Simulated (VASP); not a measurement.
# Cu16B in VASP: further runs

Runs on Cu16B. Level: PBE+D3(BJ). Tasks: single point.

All numbers are computed with VASP 6.6.1; they aren't measurements. Logs are shortened: lines on timing, memory, paths and dates and some standing lists are left out, and cuts for length are marked.

## Step 1: The cell of the first run

The cell holds a slab with vacuum, 17 atoms: a = 7.220 Å, b = 5.105 Å, c = 14.829 Å, α = 90.00°, β = 90.00°, γ = 90.00°.

## Step 2: Single point, PBE+D3(BJ)

File INCAR:

```
ALGO = Normal
EDIFF = 1E-6
ENCUT = 520
GGA = PE
ISIF = 2
ISMEAR = -1
IVDW = 12
LASPH = T
LCHARG = T
LELF = T
LREAL = Auto
LVHAR = T
LWAVE = F
NBANDS = 104
NELM = 60
PREC = Accurate
SIGMA = 0.05
```

File KPOINTS:

```
k-points
0
Gamma
  2 3 1
```

File POSCAR:

```
Cu16B
1.0
    7.2200000000      0.0000000000      0.0000000000
    0.0000000000      5.1053110000      0.0000000000
    0.0000000000      0.0000000000     14.8289830000
Cu B
16 1
Direct
    0.2500000000      0.2499945645      0.0674355079
    0.7500000000      0.2499945645      0.0674355079
    0.2500000000      0.7500032809      0.0674355079
    0.7500000000      0.7500032809      0.0674355079
   -0.0092520776     -0.0549819590      0.1438601690
    0.4996814404     -0.0009206099      0.1447638048
    0.0114127424      0.4832614507      0.1537462144
    0.4904293629      0.5135044662      0.1545352099
    0.2450554017      0.2641562874      0.2382294187
    0.7581717452      0.2372627250      0.2205815463
    0.2331578947      0.7353910467      0.2440153853
    0.7627839335      0.7282612166      0.2383777768
   -0.0374653740      0.0210760912      0.3122129144
    0.5124930748      0.0062679825      0.3184844166
   -0.0037257618      0.5085488426      0.3246682527
    0.5198753463      0.4708430103      0.3335832268
    0.7556925208      0.2651944220      0.3527483982
```

Potentials or basis: VASP PAW PBE potentials, release 64 (Cu, B).

Started as:

```sh
> cat potpaw_PBE.64/Cu/POTCAR potpaw_PBE.64/B/POTCAR > POTCAR
> mpirun -np 1 vasp_std > vasp.out
```

OUTCAR:

```text
EDIFF = 1E-6
   ENCUT = 520
   GGA = PE
   ISIF = 2
   ISMEAR = -1
   IVDW = 12
   LASPH = T
   LREAL = Auto
   NELM = 60
   PREC = Accurate
 IVDW          = 12

 ion  position               nearest neighbor table
   1  0.250  0.250  0.067-   7 2.45   6 2.49   9 2.53   8 2.55   3 2.55   3 2.55   5 2.69
   2  0.750  0.250  0.067-  10 2.27   6 2.49   4 2.55   4 2.55   7 2.57   5 2.59   8 2.64
   3  0.250  0.750  0.067-   5 2.40   8 2.48   6 2.49   7 2.54   1 2.55   1 2.55  11 2.62
   4  0.750  0.750  0.067-   5 2.30   6 2.49  12 2.54   2 2.55   2 2.55   8 2.58   7 2.66
   5  0.991  0.945  0.144-   4 2.30   7 2.37   3 2.40  12 2.43  10 2.52  11 2.53  13 2.53   2 2.59
                             1 2.69   7 2.76
   6  0.500  0.999  0.145-   8 2.48   3 2.49   4 2.49   1 2.49   2 2.49  10 2.50  14 2.58   8 2.63
                             9 2.67  12 2.73  11 2.77
   7  0.011  0.483  0.154-   5 2.37   9 2.38  10 2.43  11 2.45   1 2.45  12 2.52  15 2.54   3 2.54
                             2 2.57   4 2.66   5 2.76
   8  0.490  0.514  0.155-   3 2.48   6 2.48   9 2.51   1 2.55  11 2.55  12 2.57   4 2.58  10 2.59
                             6 2.63   2 2.64  16 2.67
   9  0.245  0.264  0.238-   7 2.38  11 2.41   8 2.51   1 2.53  15 2.53  14 2.62  13 2.63  16 2.66
                             6 2.67  11 2.70
  10  0.758  0.237  0.221-  17 1.97   2 2.27  13 2.29   7 2.43   6 2.50   5 2.52  12 2.52  14 2.58
                             8 2.59  12 2.61  16 2.68  15 2.69
  11  0.233  0.735  0.244-  15 2.39   9 2.41   7 2.45   5 2.53   8 2.55   3 2.62  13 2.64  14 2.68
                             9 2.70   6 2.77
  12  0.763  0.728  0.238-  13 2.35  15 2.40   5 2.43  10 2.52   7 2.52   4 2.54   8 2.57  14 2.59
                            16 2.61  10 2.61   6 2.73
  13  0.963  0.021  0.312-  17 2.04  10 2.29  12 2.35  15 2.51   5 2.53   9 2.63  15 2.63  11 2.64

  14  0.512  0.006  0.318-  17 2.26  16 2.38  10 2.58   6 2.58  12 2.59   9 2.62  11 2.68  16 2.74

  15  0.996  0.509  0.325-  17 2.18  11 2.39  12 2.40  13 2.51   9 2.53   7 2.54  13 2.63  10 2.69

  16  0.520  0.471  0.334-  17 2.02  14 2.38  12 2.61   9 2.66   8 2.67  10 2.68  14 2.74
  17  0.756  0.265  0.353-  10 1.97  16 2.02  13 2.04  15 2.18  14 2.26

  LATTYP: Found a simple orthorhombic cell.
 ALAT       =     5.1053110000
 B/A-ratio  =     1.4142135513
 C/A-ratio  =     2.9046189351

  Lattice vectors:

 A1 = (   0.0000000000,  -5.1053110000,   0.0000000000)
 A2 = (   7.2200000000,   0.0000000000,   0.0000000000)
 A3 = (   0.0000000000,   0.0000000000,  14.8289830000)

Analysis of symmetry for initial positions (statically):
=====================================================================
 Subroutine PRICEL returns:
 Original cell was already a primitive cell.

 Routine SETGRP: Setting up the symmetry group for a
 simple orthorhombic supercell.

 Subroutine GETGRP returns: Found  1 space group operations
 (whereof  1 operations were pure point group operations)
 out of a pool of  8 trial point group operations.

The static configuration has the point symmetry C_1 .

Analysis of symmetry for dynamics (positions and initial velocities):
=====================================================================
 Subroutine PRICEL returns:
 Original cell was already a primitive cell.

 Routine SETGRP: Setting up the symmetry group for a
 simple orthorhombic supercell.

 Subroutine GETGRP returns: Found  1 space group operations
 (whereof  1 operations were pure point group operations)
 out of a pool of  8 trial point group operations.

The dynamic configuration has the point symmetry C_1 .

 Subroutine INISYM returns: Found  1 space group operations
 (whereof  1 operations are pure point group operations),
 and found     1 'primitive' translations

----------------------------------------------------------------------------------------

                                     Primitive cell

  volume of cell :     546.6014

  direct lattice vectors                    reciprocal lattice vectors
     7.220000000  0.000000000  0.000000000     0.138504155  0.000000000  0.000000000
     0.000000000  5.105311000  0.000000000     0.000000000  0.195874453  0.000000000
     0.000000000  0.000000000 14.828983000     0.000000000  0.000000000  0.067435508

  length of vectors
     7.220000000  5.105311000 14.828983000     0.138504155  0.195874453  0.067435508

  position of ions in fractional coordinates (direct lattice)
     0.250000000  0.249994564  0.067435508
     0.750000000  0.249994564  0.067435508
     0.250000000  0.750003281  0.067435508
     0.750000000  0.750003281  0.067435508
     0.990747922  0.945018041  0.143860169
     0.499681440  0.999079390  0.144763805
[... 9 lines left out ...]
     0.519875346  0.470843010  0.333583227
     0.755692521  0.265194422  0.352748398

  ion indices of the primitive-cell ions
   primitive index   ion index
                 1           1
                 2           2
                 3           3
                 4           4
                 5           5
                 6           6
[... 9 lines left out ...]
                16          16
                17          17

----------------------------------------------------------------------------------------

 KPOINTS: k-points

Automatic generation of k-mesh.
 Grid dimensions read from file:
 generate k-points for:    2    3    1

 Generating k-lattice:

  Cartesian coordinates                     Fractional coordinates (reciprocal lattice)
     0.069252078  0.000000000  0.000000000     0.500000000  0.000000000  0.000000000
     0.000000000  0.065291484  0.000000000     0.000000000  0.333333333  0.000000000
     0.000000000  0.000000000  0.067435508     0.000000000  0.000000000  1.000000000

  Length of vectors
     0.069252078  0.065291484  0.067435508

  Shift w.r.t. Gamma in fractional coordinates (k-lattice)
     0.000000000  0.000000000  0.000000000

 Subroutine IBZKPT returns following result:
 ===========================================

 Found      4 irreducible k-points:

 Following reciprocal coordinates:
            Coordinates               Weight
  0.000000  0.000000  0.000000      1.000000
  0.500000  0.000000  0.000000      1.000000
  0.000000  0.333333  0.000000      2.000000
  0.500000  0.333333  0.000000      2.000000
   k-points           NKPTS =      4   k-points in BZ     NKDIM =      4   number of bands    NBANDS=    104
   number of dos      NEDOS =    301   number of ions     NIONS =     17
   total plane-waves  NPLWV = 241920
   dimension x,y,z NGX =    54 NGY =   40 NGZ =  112
   dimension x,y,z NGXF=   108 NGYF=   80 NGZF=  224
   ions per type =              16   1
   NGX,Y,Z   is equivalent  to a cutoff of  12.43, 13.03, 12.56 a.u.
   NGXF,Y,Z  is equivalent  to a cutoff of  24.87, 26.05, 25.11 a.u.
 SYSTEM =  unknown system
   PREC   = accura    normal or accurate (medium, high low for compatibility)
   ISTART =      0    job   : 0-new  1-cont  2-samecut
   ICHARG =      2    charge: 1-file 2-atom 10-const
   ISPIN  =      1    spin polarized calculation?
   LNONCOLLINEAR =      F non collinear calculations
   LSORBIT =      F    spin-orbit coupling
   LASPH  =      T    aspherical Exc in radial PAW
   ENCUT  =  520.0 eV  38.22 Ry    6.18 a.u.  13.42  9.49 27.57*2*pi/ulx,y,z
   NELM   =     60;   NELMIN=  2; NELMDL= -5     # of ELM steps
   EDIFF  = 0.1E-05   stopping-criterion for ELM
   LREAL  =      T    real-space projection
   EDIFFG = 0.1E-04   stopping-criterion for IOM
   NSW    =      0    number of steps for IOM
   IBRION =     -1    ionic relax: 0-MD 1-quasi-New 2-CG
   NFREE  =      0    steps in history (QN), initial steepest desc. (CG)
   ISIF   =      2    stress and relaxation
   ISYM   =      2    0-nonsym 1-usesym 2-fastsym
   POTIM  = 0.5000    time-step for ionic-motion
   TEBEG  =    0.0;   TEEND  =   0.0 temperature during run
   PSTRESS=    0.0 pullay stress
   NELECT =     179.0000    total number of electrons
   NUPDOWN=      -1.0000    fix difference up-down
   EMIN   =  10.00;   EMAX   =-10.00  energy-range for DOS
   EFERMI =   0.00;   METHOD = LEGACY
   ISMEAR =    -1;   SIGMA  =   0.05  broadening in eV -4-tet -1-fermi 0-gaus
   EFERMI_NEDOS =   21; number of points for ismear=-14 and -15
   IALGO  =     38    algorithm
   IMIX   =      4    mixing-type and parameters
     AMIX     =   0.40;   BMIX     =  1.00
     AMIX_MAG =   1.60;   BMIX_MAG =  1.00
  volume/ion in A,a.u.               =      32.15       216.98
  Fermi-wavevector in a.u.,A,eV,Ry     =   1.128415  2.132395 17.324581  1.273321
  Thomas-Fermi vector in A             =   2.265105
   LORBIT       =      0    0 simple, 1 ext, 2 COOP (PROOUT), +10 PAW based schemes
   GGA     = PE    functional components
   LHFCALC =     F    Hartree Fock is set to
   AEXX    =    0.0000 exact exchange contribution
   IVDW    =    12    specifies the selected vdW correction
   LEPSILON=     F    determine dielectric tensor
   LRPA    =     F    only Hartree local field effects (RPA)
 non-spin polarized calculation
  energy-cutoff  :      520.00
  volume of cell :      546.60
 maximum number of plane-waves:     14755
 NGX is ok and might be reduce to    54
   NGX = 27   NGY = 19   NGZ = 55

 number of electron     179.0000002 magnetization

 Free energy of the ion-electron system (eV)
  ---------------------------------------------------
  ext. energy  EPLUGINS =         0.00000000
  ---------------------------------------------------
  free energy    TOTEN  =       -57.25290397 eV

  energy without entropy =      -57.19051395  energy(sigma->0) =      -57.22170896

 E-fermi :  -0.2082     XC(G=0):  -5.8408

 val. band max:       -0.2803951366   @ k =   0.0000   0.3333   0.0000
 cond. band min:      -0.1863351345   @ k =   0.5000   0.0000   0.0000
 fundamental gap:      0.0940600021
 Fermi energy:        -0.2081938187

 k-point     1 :       0.0000    0.0000    0.0000
  band No.  band energies     occupation
      1      -9.2628      2.00000
      2      -7.6034      2.00000
      3      -6.0957      2.00000
      4      -5.9685      2.00000
      5      -5.4067      2.00000
      6      -5.3686      2.00000
[... 405 lines left out ...]
    100       3.2505      0.00000
    101       3.6745      0.00000
 [bands above 101 left out]

------------------------ aborting loop because EDIFF is reached ----------------------------------------

 Edisp (eV)   -5.70397

 E8    (eV) :    -2.5601

  FORCE on cell =-STRESS in cart. coord.  units (eV):
  Direction    XX          YY          ZZ          XY          YZ          ZX
  --------------------------------------------------------------------------------------
  -------------------------------------------------------------------------------------
  Total      -9.06967    -7.40630     2.71945    -0.55648    -0.32676     1.22188
  in kB     -26.58467   -21.70907     7.97115    -1.63112    -0.95780     3.58153
  external pressure =      -13.44 kB  Pullay stress =        0.00 kB

 VOLUME and BASIS-vectors are now :
 -----------------------------------------------------------------------------
  energy-cutoff  :      520.00
  volume of cell :      546.60
      direct lattice vectors                 reciprocal lattice vectors
     7.220000000  0.000000000  0.000000000     0.138504155  0.000000000  0.000000000
     0.000000000  5.105311000  0.000000000     0.000000000  0.195874453  0.000000000
     0.000000000  0.000000000 14.828983000     0.000000000  0.000000000  0.067435508

 POSITION                                       TOTAL-FORCE (eV/Angst)
 -----------------------------------------------------------------------------------
      1.80500      1.27630      1.00000        -0.040678     -0.167214      0.275579
      5.41500      1.27630      1.00000         0.042604      0.103835     -0.731116
      1.80500      3.82900      1.00000         0.138527     -0.108080      0.165843
      5.41500      3.82900      1.00000        -0.537775     -0.498050     -0.109173
      7.15320      4.82461      2.13330         0.760983      1.641019     -0.064552
      3.60770      5.10061      2.14670        -0.234233      0.090612      0.076313
[... 9 lines left out ...]
      3.75350      2.40380      4.94670        -0.107199      0.674884     -0.506140
      5.45610      1.35390      5.23090        -0.161854      0.026499     -0.085843
 -----------------------------------------------------------------------------------
    total drift:                               -0.001168     -0.002605     -0.003078

  FREE ENERGIE OF THE ION-ELECTRON SYSTEM (eV)
  ---------------------------------------------------
  free  energy   TOTEN  =       -62.9568768913 eV

  energy  without entropy=      -62.8944868781  energy(sigma->0) =      -62.92568188
```

It took 10 min on 1 thread of Intel Xeon Platinum 8488C (Sapphire Rapids), shared host; peak memory 0.58 GiB.

Results:

| Quantity | Value |
| --- | --- |
| Free energy | -62.9569 eV |
| Largest force | 1.810 eV/Å |
| Band gap on the k mesh | zero (an odd number of electrons rules out a gap without spin polarisation) |
| Dispersion energy per atom | -0.336 eV |

Forces in eV/Å, atoms in the order of the input:
```
Cu  -0.041 -0.167  0.276
Cu   0.043  0.104 -0.731
Cu   0.139 -0.108  0.166
Cu  -0.538 -0.498 -0.109
Cu   0.761  1.641 -0.065
Cu  -0.234  0.091  0.076
Cu  -0.414 -0.370 -0.947
Cu   0.340 -0.317 -0.219
Cu   0.452 -1.072  0.615
Cu  -0.890  0.292 -0.028
Cu   0.835  1.083  0.318
Cu  -1.126 -0.155  0.036
Cu   1.078 -0.317  0.945
Cu   0.289 -0.405 -0.185
Cu  -0.425 -0.503  0.445
Cu  -0.107  0.675 -0.506
B   -0.162  0.026 -0.086
```

Levels at points of the mesh, in eV from the Fermi level:
| k point | band 87 | band 88 | band 89 | band 90 | band 91 | band 92 |
| --- | --- | --- | --- | --- | --- | --- |
| (0.00, 0.00, 0.00) | -0.84 | -0.29 | -0.07 | 0.04 | 0.20 | 0.78 |
| (0.50, 0.00, 0.00) | -0.30 | -0.10 | 0.02 | 0.20 | 0.23 | 0.33 |

Caveat: the k points lie up to 0.44 Å⁻¹ apart, too coarse for converged energies and pressures of a metal; there is no dipole correction, which matters where the two faces differ.

## Step 3: Single point, PBE+D3(BJ)

File INCAR:

```
  PREC = Accurate
  ENCUT = 520
  EDIFF = 1E-7
  ISMEAR = -1
  SIGMA = 0.05
  LREAL = Auto
  LASPH = T
  NELM = 60
  ALGO = Normal
  ISIF = 2
  LWAVE = F
  LCHARG = T
  GGA = PE
  IVDW = 12
  LELF = T
  LVHAR = T
  NBANDS = 104
```

File KPOINTS:

```
Automatic mesh
0
Gamma
  2 3 1
```

File POSCAR:

```
Cu16B
1.0
    7.2200000000      0.0000000000      0.0000000000
    0.0000000000      5.1053110000      0.0000000000
    0.0000000000      0.0000000000     14.8289830000
Cu B
16 1
Direct
    0.2500000000      0.2499945645      0.0674355079
    0.7500000000      0.2499945645      0.0674355079
    0.2500000000      0.7500032809      0.0674355079
    0.7500000000      0.7500032809      0.0674355079
   -0.0166481994     -0.0800147141      0.1384181235
    0.5052631579      0.0030360540      0.1405490855
    0.0054016620      0.4450071700      0.1520805574
    0.4962188366      0.5205363591      0.1618182447
    0.2475207756      0.2490543671      0.2269002534
    0.7483379501      0.2247659349      0.2178773824
    0.2263296399      0.7485342225      0.2334752154
    0.7552908587      0.6909471333      0.2484728723
   -0.0317867036      0.0321625852      0.3074587111
    0.4973822715     -0.0061504578      0.3090771633
    0.0179224377      0.5140725021      0.3330437428
    0.5010941828      0.4602853773      0.3435906562
    0.7539058172      0.2834499211      0.3455260553
```

Potentials or basis: VASP PAW PBE potentials, release 64 (Cu, B).

Started as:

```sh
> cat potpaw_PBE.64/Cu/POTCAR potpaw_PBE.64/B/POTCAR > POTCAR
> mpirun -np 1 vasp_std > vasp.out
```

It took 12 min on 1 thread of Intel Xeon Platinum 8488C (Sapphire Rapids), shared host; peak memory 0.58 GiB.

The run converged. Its results:

```yaml
Free_energy: -62.3213 eV
Largest_force: 2.117 eV/Å
Band_gap_on_the_k_mesh: zero (an odd number of electrons rules out a gap without spin polarisation)
Dispersion_energy_per_atom: -0.335 eV
```

Forces on the atoms (eV/Å):
```
Cu   0.183 -0.143 -0.270
Cu  -0.030  0.135 -1.277
Cu   0.313 -0.338  0.020
Cu  -1.282 -1.011 -0.471
Cu   0.895  1.792  0.685
Cu  -0.612 -0.197 -0.176
Cu  -0.528  0.661 -0.670
Cu  -0.011 -0.289 -0.638
Cu   0.453 -0.561  1.407
Cu  -0.646 -0.392  0.195
Cu   0.676  0.237  0.703
Cu  -0.122  0.528  0.301
Cu   0.621 -0.452  0.704
Cu   0.409 -0.251  0.126
Cu  -0.329 -0.436 -0.118
Cu  -0.050  0.379 -0.711
B    0.058  0.338  0.190
```

Levels at points of the mesh, in eV from the Fermi level:
| k point | band 87 | band 88 | band 89 | band 90 | band 91 | band 92 |
| --- | --- | --- | --- | --- | --- | --- |
| (0.00, 0.00, 0.00) | -0.78 | -0.30 | -0.04 | 0.16 | 0.27 | 0.86 |
| (0.50, 0.00, 0.00) | -0.31 | -0.13 | -0.01 | 0.16 | 0.20 | 0.37 |

Caveat: the k points lie up to 0.44 Å⁻¹ apart, too coarse for converged energies and pressures of a metal; there is no dipole correction, which matters where the two faces differ.

The gap in the log of VASP goes by the Fermi energy; the results here count the filled bands.